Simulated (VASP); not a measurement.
# Ga2SnSe4 (P6/mmm) in VASP: a series of runs

The runs below take Ga2SnSe4 through single point, with PBE.

All numbers are computed with VASP 6.6.1; they aren't measurements. Logs are shortened: lines on timing, memory, paths and dates and some standing lists are left out, and cuts for length are marked.

### Step 1. The cell of the first run

The structure is hexagonal, space group P6/mmm (No. 191). Conventional cell: a = 5.910 Å, b = 5.910 Å, c = 10.239 Å, α = 90.00°, β = 90.00°, γ = 120.00°. Ga (site symmetry 6mm) has 1 Se at 2.36 Å and 1 Sn at 2.76 Å within 3.1 Å. Sn (site symmetry 6/mmm) has 2 Ga at 2.76 Å and 6 Se at 2.95 Å within 3.6 Å. Se (site symmetry mmm) has 4 Se at 2.95 Å and 2 Sn at 2.95 Å and 4 Ga at 4.04 Å within 4.1 Å. Se (site symmetry 6/mmm) has 2 Ga at 2.36 Å within 3.1 Å.

The cell was built from a structure type or drawn by symmetry, and may not be a known phase.

### Step 2. Single point, PBE

Contents of INCAR:

```
SYSTEM = Ga2SnSe4
PREC = Accurate
ENCUT = 500
EDIFF = 1E-6
ISMEAR = 0
SIGMA = 0.15
LREAL = .FALSE.
LASPH = .TRUE.
NELM = 120
ALGO = Normal
ISIF = 2
LWAVE = .FALSE.
LCHARG = .FALSE.
GGA = PE
NBANDS = 41
GGA_COMPAT = .FALSE.
```

Contents of KPOINTS:

```
Automatic mesh
0
G
  3 3 1
  0 0 0
```

Contents of POSCAR:

```
Ga2SnSe4
1.0
    5.9096736182      0.0000000036      0.0000000000
   -2.9548368122      5.1179274796      0.0000000000
    0.0000000000      0.0000000000     10.2391193851
Ga Sn Se
2 1 4
Direct
    0.0000000000      0.0000000000      0.7692465210
    0.0000000000      0.0000000000      0.2307534790
    0.0000000000      0.0000000000      0.5000000000
    0.5000000000      0.0000000000      0.5000000000
    0.0000000000      0.5000000000      0.5000000000
    0.5000000000      0.5000000000      0.5000000000
    0.0000000000      0.0000000000      0.0000000000
```

Potentials or basis: VASP PAW PBE potentials, release 64 (Ga_d, Sn_d, Se).

The run is started by

```bash
cat potpaw_PBE.64/Ga_d/POTCAR potpaw_PBE.64/Sn_d/POTCAR potpaw_PBE.64/Se/POTCAR > POTCAR
mpirun -np 1 vasp_std > vasp.out
```

OUTCAR:

```text
SYSTEM = Ga2SnSe4
   PREC = Accurate
   ENCUT = 500
   EDIFF = 1E-6
   ISMEAR = 0
   LREAL = .FALSE.
   LASPH = .TRUE.
   NELM = 120
   ISIF = 2
   GGA = PE

 ion  position               nearest neighbor table
   1  0.000  0.000  0.769-   7 2.36   3 2.76
   2  0.000  0.000  0.231-   7 2.36   3 2.76
   3  0.000  0.000  0.500-   1 2.76   2 2.76   5 2.95   5 2.95   6 2.95   6 2.95   4 2.95   4 2.95

   4  0.500  0.000  0.500-   3 2.95   3 2.95
   5  0.000  0.500  0.500-   3 2.95   3 2.95
   6  0.500  0.500  0.500-   3 2.95   3 2.95
   7  0.000  0.000  0.000-   1 2.36   2 2.36

  LATTYP: Found a hexagonal cell.
 ALAT       =     5.9096736182
 C/A-ratio  =     1.7326031938

  Lattice vectors:

 A1 = (   5.9096736182,   0.0000000036,   0.0000000000)
 A2 = (  -2.9548368122,   5.1179274796,   0.0000000000)
 A3 = (   0.0000000000,   0.0000000000,  10.2391193851)

Analysis of symmetry for initial positions (statically):
=====================================================================
 Subroutine PRICEL returns:
 Original cell was already a primitive cell.

 Routine SETGRP: Setting up the symmetry group for a
 hexagonal supercell.

 Subroutine GETGRP returns: Found 24 space group operations
 (whereof 24 operations were pure point group operations)
 out of a pool of 24 trial point group operations.

The static configuration has the point symmetry D_6h.

Analysis of symmetry for dynamics (positions and initial velocities):
=====================================================================
 Subroutine PRICEL returns:
 Original cell was already a primitive cell.

 Routine SETGRP: Setting up the symmetry group for a
 hexagonal supercell.

 Subroutine GETGRP returns: Found 24 space group operations
 (whereof 24 operations were pure point group operations)
 out of a pool of 24 trial point group operations.

The dynamic configuration has the point symmetry D_6h.

 Subroutine INISYM returns: Found 24 space group operations
 (whereof 24 operations are pure point group operations),
 and found     1 'primitive' translations

----------------------------------------------------------------------------------------

                                     Primitive cell

  volume of cell :     309.6850

  direct lattice vectors                    reciprocal lattice vectors
[... 77 lines left out ...]
   EDIFFG = 0.1E-04   stopping-criterion for IOM
   NSW    =      0    number of steps for IOM
   IBRION =     -1    ionic relax: 0-MD 1-quasi-New 2-CG
   NFREE  =      0    steps in history (QN), initial steepest desc. (CG)
   ISIF   =      2    stress and relaxation
   ISYM   =      2    0-nonsym 1-usesym 2-fastsym
   POTIM  = 0.5000    time-step for ionic-motion
   TEBEG  =    0.0;   TEEND  =   0.0 temperature during run
   PSTRESS=    0.0 pullay stress
   NELECT =      64.0000    total number of electrons
   NUPDOWN=      -1.0000    fix difference up-down
   EMIN   =  10.00;   EMAX   =-10.00  energy-range for DOS
   EFERMI =   0.00;   METHOD = LEGACY
   ISMEAR =     0;   SIGMA  =   0.15  broadening in eV -4-tet -1-fermi 0-gaus
   EFERMI_NEDOS =   21; number of points for ismear=-14 and -15
   IALGO  =     38    algorithm
   IMIX   =      4    mixing-type and parameters
     AMIX     =   0.40;   BMIX     =  1.00
     AMIX_MAG =   1.60;   BMIX_MAG =  1.00
  volume/ion in A,a.u.               =      44.24       298.55
  Fermi-wavevector in a.u.,A,eV,Ry     =   0.967895  1.829056 12.746210  0.936820
  Thomas-Fermi vector in A             =   2.097819
   LORBIT       =      0    0 simple, 1 ext, 2 COOP (PROOUT), +10 PAW based schemes
   GGA     = PE    functional components
   LHFCALC =     F    Hartree Fock is set to
   AEXX    =    0.0000 exact exchange contribution
   IVDW    =     0    specifies the selected vdW correction
   LEPSILON=     F    determine dielectric tensor
   LRPA    =     F    only Hartree local field effects (RPA)
 non-spin polarized calculation
 Gauss-broadening in eV      SIGMA  =   0.15
  energy-cutoff  :      500.00
  volume of cell :      309.69
 maximum number of plane-waves:      7905
 NGX is ok and might be reduce to    48
   NGX = 21   NGY = 21   NGZ = 37

 number of electron      64.0000026 magnetization

 Free energy of the ion-electron system (eV)
  ---------------------------------------------------
  ext. energy  EPLUGINS =         0.00000000
  ---------------------------------------------------
  free energy    TOTEN  =       -22.59791281 eV

  energy without entropy =      -22.52872001  energy(sigma->0) =      -22.56331641

 E-fermi :  -0.1248     XC(G=0):  -6.5611

 val. band max:       -0.1738530302   @ k =   0.3333   0.3333   0.0000
 cond. band min:      -0.0517125906   @ k =   0.3333  -0.0000   0.0000
 fundamental gap:      0.1221404395
 Fermi energy:        -0.1247872212

 k-point     1 :       0.0000    0.0000    0.0000
  band No.  band energies     occupation
      1     -21.4013      2.00000
      2     -21.3911      2.00000
      3     -21.3911      2.00000
      4     -21.3539      2.00000
      5     -21.3539      2.00000
      6     -15.1051      2.00000
[... 121 lines left out ...]
     40       3.7441      0.00000
     41       3.8654      0.00000

------------------------ aborting loop because EDIFF is reached ----------------------------------------

  FORCE on cell =-STRESS in cart. coord.  units (eV):
  Direction    XX          YY          ZZ          XY          YZ          ZX
  --------------------------------------------------------------------------------------
  -------------------------------------------------------------------------------------
  Total        0.1266278      0.1266278      0.4176043      0.0000000      0.0000000     -0.0000000
  in kB        0.6551180      0.6551180      2.1605050      0.0000000      0.0000000     -0.0000000
  external PRESSURE =       1.1569136 kB  Pullay stress =       0.0000000 kB

 VOLUME and BASIS-vectors are now :
 -----------------------------------------------------------------------------
  energy-cutoff  :      500.00
  volume of cell :      309.69
      direct lattice vectors                 reciprocal lattice vectors
     5.909673618  0.000000004  0.000000000     0.169214083  0.097695796  0.000000000
    -2.954836812  5.117927480  0.000000000    -0.000000000  0.195391592  0.000000000
     0.000000000  0.000000000 10.239119385     0.000000000  0.000000000  0.097664649

 POSITION                                       TOTAL-FORCE (eV/Angst)
 -----------------------------------------------------------------------------------
      0.00000      0.00000      7.87641         0.000000     -0.000000      0.052503
      0.00000      0.00000      2.36271         0.000000      0.000000     -0.052503
      0.00000      0.00000      5.11956        -0.000000     -0.000000      0.000000
      2.95484      0.00000      5.11956        -0.000000     -0.000000      0.000000
     -1.47742      2.55896      5.11956        -0.000000     -0.000000      0.000000
      1.47742      2.55896      5.11956        -0.000000     -0.000000      0.000000
      0.00000      0.00000      0.00000        -0.000000     -0.000000      0.000000
 -----------------------------------------------------------------------------------
    total drift:                                0.000000      0.000000     -0.000000

  FREE ENERGIE OF THE ION-ELECTRON SYSTEM (eV)
  ---------------------------------------------------
  free  energy   TOTEN  =       -22.5979128126 eV

  energy  without entropy=      -22.5287200059  energy(sigma->0) =      -22.56331641
```

Run time: 3.8 min. Hardware: 1 thread of Intel Xeon 8259CL, shared host; peak memory 0.46 GiB.

What came out:

| Property | Result |
| --- | --- |
| Free energy | -22.5979 eV |
| Pressure | 0.1 GPa |
| Largest force | 0.053 eV/Å |
| Band gap on the k mesh | zero (bands 32 and 33 overlap by 1.16 eV) |

Forces on the atoms (eV/Å):
```
Ga   0.000  0.000  0.053
Ga   0.000  0.000 -0.053
Sn   0.000  0.000  0.000
Se   0.000  0.000  0.000
Se   0.000  0.000  0.000
Se   0.000  0.000  0.000
Se   0.000  0.000  0.000
```

Levels at points of the mesh, in eV from the Fermi level:
| k point | band 29 | band 30 | band 31 | band 32 | band 33 | band 34 | band 35 | band 36 |
| --- | --- | --- | --- | --- | --- | --- | --- | --- |
| (0.00, 0.00, 0.00) | -1.17 | -0.31 | -0.31 | 1.24 | 2.01 | 2.01 | 2.37 | 2.37 |

Caveat: the k points lie up to 0.61 Å⁻¹ apart, too coarse for converged energies and pressures of a metal; spin-orbit coupling is left out, which moves the levels of the heavy elements.

### Step 3. Single point, PBE

This run uses another cell than the first one, of 27.22 Å³/atom.

Contents of INCAR:

```
SYSTEM = Ga2SnSe4
ALGO = Normal
EDIFF = 1E-6
ENCUT = 500
GGA = PE
GGA_COMPAT = .False.
ISIF = 2
ISMEAR = 0
LASPH = .True.
LCHARG = .True.
LELF = .True.
LREAL = .False.
LVHAR = .True.
LWAVE = .False.
NBANDS = 41
NELM = 120
PREC = Accurate
SIGMA = 0.15
```

Contents of KPOINTS:

```
k-points
0
Gamma
  3 3 2
  0 0 0
```

Contents of POSCAR:

```
Ga2SnSe4
1.0
    5.2495227315     -0.0000000030      0.0000000000
   -2.6247613631      4.5462200447      0.0000000000
    0.0000000000      0.0000000000      7.9836936046
Ga Sn Se
2 1 4
Direct
    0.3333333333      0.6666666667      0.5000000000
    0.6666666667      0.3333333333      0.5000000000
    0.0000000000      0.0000000000      0.0000000000
    0.3333333333      0.6666666667      0.1761545747
    0.3333333333      0.6666666667      0.8238454253
    0.6666666667      0.3333333333      0.8238454253
    0.6666666667      0.3333333333      0.1761545747
```

Potentials or basis: VASP PAW PBE potentials, release 64 (Ga_d, Sn_d, Se).

The run is started by

```bash
cat potpaw_PBE.64/Ga_d/POTCAR potpaw_PBE.64/Sn_d/POTCAR potpaw_PBE.64/Se/POTCAR > POTCAR
mpirun -np 1 vasp_std > vasp.out
```

Wall time 3.7 min (1 thread of Intel Xeon 8259CL, shared host); peak memory 0.31 GiB.

The run converged. Its results:

```yaml
Free_energy: -22.3542 eV
Pressure: -0.5 GPa
Largest_force: 0.019 eV/Å
Band_gap_on_the_k_mesh: zero (bands 32 and 33 overlap by 1.53 eV)
```

Forces on the atoms (eV/Å):
```
Ga   0.000  0.000  0.000
Ga   0.000  0.000  0.000
Sn   0.000  0.000  0.000
Se   0.000  0.000  0.019
Se   0.000  0.000 -0.019
Se   0.000  0.000 -0.019
Se   0.000  0.000  0.019
```

Stress tensor (GPa, compression positive):
```
-0.70  0.00  0.00
 0.00 -0.70  0.00
 0.00  0.00 -0.02
```

Levels at points of the mesh, in eV from the Fermi level:
```tsv
k point	band 28	band 29	band 30	band 31	band 32	band 33	band 34	band 35	band 36	band 37
(0.00, 0.00, 0.00)	-2.19	-2.19	-2.02	-0.16	-0.02	-0.02	0.69	0.69	0.93	1.16
(0.00, 0.00, 0.50)	-2.78	-2.14	-2.14	-0.22	-0.22	0.67	1.08	1.08	1.72	3.72
```

Caveat: the k points lie up to 0.46 Å⁻¹ apart, too coarse for converged energies and pressures of a metal; spin-orbit coupling is left out, which moves the levels of the heavy elements.

### Step 4. Single point, PBE

This run uses another cell than the first one, of 41.10 Å³/atom.

Contents of INCAR:

```
PREC = Accurate ; ENCUT = 500
EDIFF = 1E-6 ; ISMEAR = 0
SIGMA = 0.15 ; LREAL = False
LASPH = True ; NELM = 120
ALGO = Normal ; ISIF = 2
LWAVE = False ; LCHARG = True
GGA = PE ; LELF = True
LVHAR = True ; NBANDS = 41
GGA_COMPAT = False
```

Contents of KPOINTS:

```
regular mesh
0
Gamma
  2 2 2
```

Contents of POSCAR:

```
Ga2SnSe4
1.0
    8.1521677128      0.0000000000      0.0000000000
   -4.0760838564      7.0599843352      0.0000000000
    0.0000000000      0.0000000000      4.9988360590
Ga Sn Se
2 1 4
Direct
    0.3333333333      0.6666666667      0.0000000000
    0.6666666667      0.3333333333      0.0000000000
    0.0000000000      0.0000000000      0.0000000000
    0.5000000000      0.0000000000      0.0000000000
    0.0000000000      0.5000000000      0.0000000000
    0.5000000000      0.5000000000      0.0000000000
    0.0000000000      0.0000000000      0.5000000000
```

Potentials or basis: VASP PAW PBE potentials, release 64 (Ga_d, Sn_d, Se).

The run is started by

```bash
cat potpaw_PBE.64/Ga_d/POTCAR potpaw_PBE.64/Sn_d/POTCAR potpaw_PBE.64/Se/POTCAR > POTCAR
mpirun -np 1 vasp_std > vasp.out
```

OUTCAR:

```text
PREC = Accurate
   ENCUT = 500
   EDIFF = 1E-6
   ISMEAR = 0
   LREAL = False
   LASPH = True
   NELM = 120
   ISIF = 2
   GGA = PE

 ion  position               nearest neighbor table
   1  0.333  0.667  0.000-   5 2.35   4 2.35   6 2.35
   2  0.667  0.333  0.000-   5 2.35   4 2.35   6 2.35
   3  0.000  0.000  0.000-   7 2.50   7 2.50
   4  0.500  0.000  0.000-   1 2.35   2 2.35
   5  0.000  0.500  0.000-   1 2.35   2 2.35
   6  0.500  0.500  0.000-   1 2.35   2 2.35
   7  0.000  0.000  0.500-   3 2.50   3 2.50
[... 363 lines left out ...]
  -------------------------------------------------------------------------------------
  Total       -1.1647528     -1.1647528      0.3763018      0.0000000      0.0000000      0.0000000
  in kB       -6.4863238     -6.4863238      2.0955653      0.0000000      0.0000000      0.0000000
  external PRESSURE =      -3.6256941 kB  Pullay stress =       0.0000000 kB

 VOLUME and BASIS-vectors are now :
 -----------------------------------------------------------------------------
  energy-cutoff  :      500.00
  volume of cell :      287.70
      direct lattice vectors                 reciprocal lattice vectors
     8.152167713  0.000000000  0.000000000     0.122666760  0.070821687  0.000000000
    -4.076083856  7.059984335  0.000000000     0.000000000  0.141643374  0.000000000
     0.000000000  0.000000000  4.998836059     0.000000000  0.000000000  0.200046568

 POSITION                                       TOTAL-FORCE (eV/Angst)
 -----------------------------------------------------------------------------------
     -0.00000      4.70666      0.00000        -0.000000      0.000000      0.000000
      4.07608      2.35333      0.00000         0.000000      0.000000     -0.000000
      0.00000      0.00000      0.00000        -0.000000      0.000000      0.000000
      4.07608      0.00000      0.00000        -0.000000      0.000000      0.000000
     -2.03804      3.52999      0.00000        -0.000000      0.000000      0.000000
      2.03804      3.52999      0.00000        -0.000000      0.000000      0.000000
      0.00000      0.00000      2.49942        -0.000000      0.000000      0.000000
 -----------------------------------------------------------------------------------
    total drift:                                0.000000      0.000000     -0.000000

  FREE ENERGIE OF THE ION-ELECTRON SYSTEM (eV)
  ---------------------------------------------------
  free  energy   TOTEN  =       -22.8571177995 eV

  energy  without entropy=      -22.7984116320  energy(sigma->0) =      -22.82776472
```

stdout:

```text
POSCAR found type information on POSCAR GaSnSe
 POSCAR found :  3 types and       7 ions
 scaLAPACK will be used
 LDA part: xc-table for (Slater+PW92), standard interpolation
 POSCAR, INCAR and KPOINTS ok, starting setup
 FFT: planning ... GRIDC
 FFT: planning ... GRID_SOFT
 FFT: planning ... GRID
 WAVECAR not read
 entering main loop
```

It took 4.2 min on 1 thread of Intel Xeon 8259CL, shared host; peak memory 0.34 GiB.

What came out:

```yaml
Free_energy: -22.8571 eV
Pressure: -0.4 GPa
Band_gap_on_the_k_mesh: zero (bands 32 and 33 overlap by 0.58 eV)
```

Caveat: the k points lie up to 0.63 Å⁻¹ apart, too coarse for converged energies and pressures of a metal; spin-orbit coupling is left out, which moves the levels of the heavy elements.

### Step 5. Overview

| cell | k mesh | gap on the mesh (eV) | pressure (GPa) | largest force (eV/Å) |
| --- | --- | --- | --- | --- |
| a = 5.910, b = 5.910, c = 10.239 Å, angles 90.0, 90.0, 120.0°, 7 atoms, atomic positions A | 3 × 3 × 1 | none | 0.1 | 0.05 |
| a = 5.250, b = 5.250, c = 7.984 Å, angles 90.0, 90.0, 120.0°, 7 atoms, atomic positions B | 3 × 3 × 2 | none | -0.5 | 0.02 |
| a = 8.152, b = 8.152, c = 4.999 Å, angles 90.0, 90.0, 120.0°, 7 atoms, atomic positions C | 2 × 2 × 2 | none | -0.4 | - |

Alike in all rows: task single point; level PBE; potentials or basis VASP PAW PBE potentials, release 64 (Ga_d, Sn_d, Se); no spin polarisation; cutoff (eV) 500; smearing gaussian 0.15 eV.

Caveats: all runs use coarse meshes; spin-orbit coupling is left out, which moves the levels of the heavy elements.

Total energies depend on the potentials used, so only differences within one code and one set of settings carry meaning.
